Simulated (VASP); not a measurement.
Wanted: the native input for a VASP 6.6.1 run.

| Quantity | Value |
| --- | --- |
| Task | single point |
| Functional | r2SCAN |
| Potentials or basis | VASP PAW PBE potentials, release 64 (La, Cu, B) |
| Cutoff | 520 eV |
| k mesh | 10 × 10 × 10 |
| Occupations | fermi-dirac, width 0.1 eV |
| Spin | no spin polarisation |
| Dipole correction | no |
| Further INCAR settings | ALGO = Normal; EDIFF = 1e-07; NBANDS = 24 |

Crystal: LaCuB3.

```
La Cu B
1.0
     0.00000    3.68395    0.00000
     3.68395    0.00000    0.00000
     1.84197    1.84197   -4.49269
La Cu B
1 1 3
Direct
  0.13360 0.13360 0.73280
  0.52040 0.52040 0.95920
  0.88270 0.38270 0.23460
  0.38270 0.88270 0.23460
  0.75150 0.75150 0.49700
```

One way to write it, as run:

POSCAR

```
LaCuB3
1.0
    0.0000000000      3.6839500000      0.0000000000
    3.6839500000      0.0000000000      0.0000000000
    1.8419750000      1.8419750000     -4.4926880000
La Cu B
1 1 3
Direct
    0.1336000000      0.1336000000      0.7328000000
    0.5204000000      0.5204000000      0.9592000000
    0.8827000000      0.3827000000      0.2346000000
    0.3827000000      0.8827000000      0.2346000000
    0.7515000000      0.7515000000      0.4970000000
```

INCAR.step1

```
  PREC = Accurate
  ENCUT = 520
  ISMEAR = -1
  SIGMA = 0.1
  LREAL = F
  LASPH = T
  NELM = 60
  NBANDS = 24
  GGA = PE
  ALGO = Normal
  EDIFF = 1E-4
  LWAVE = T
  LCHARG = F
```

INCAR.step2

```
  PREC = Accurate
  ENCUT = 520
  EDIFF = 1E-7
  ISMEAR = -1
  SIGMA = 0.1
  LREAL = F
  LASPH = T
  NELM = 60
  ALGO = Normal
  ISIF = 2
  LWAVE = F
  LCHARG = F
  METAGGA = R2SCAN
  LMIXTAU = T
  NBANDS = 24
  ISTART = 1
```

KPOINTS

```
Automatic mesh
0
Gamma
  10 10 10
```

Potentials or basis: VASP PAW PBE potentials, release 64 (La, Cu, B).

Command:

```console
$ cat potpaw_PBE.64/La/POTCAR potpaw_PBE.64/Cu/POTCAR potpaw_PBE.64/B/POTCAR > POTCAR
$ cp INCAR.step1 INCAR
$ mpirun -np 1 vasp_std > vasp.out
$ cp INCAR.step2 INCAR
$ mpirun -np 1 vasp_std > vasp.out
```

It gave:

```
Pressure      : 0.9 GPa
Largest force : 2.564 eV/Å
```

Caveat: the PAW data sets were made with another functional, which shifts forces and pressure a little.

Wall time 14 min on 1 thread of Intel(R) Xeon(R) Platinum 8488C (Sapphire Rapids), on a shared host, peak memory 0.32 GiB.
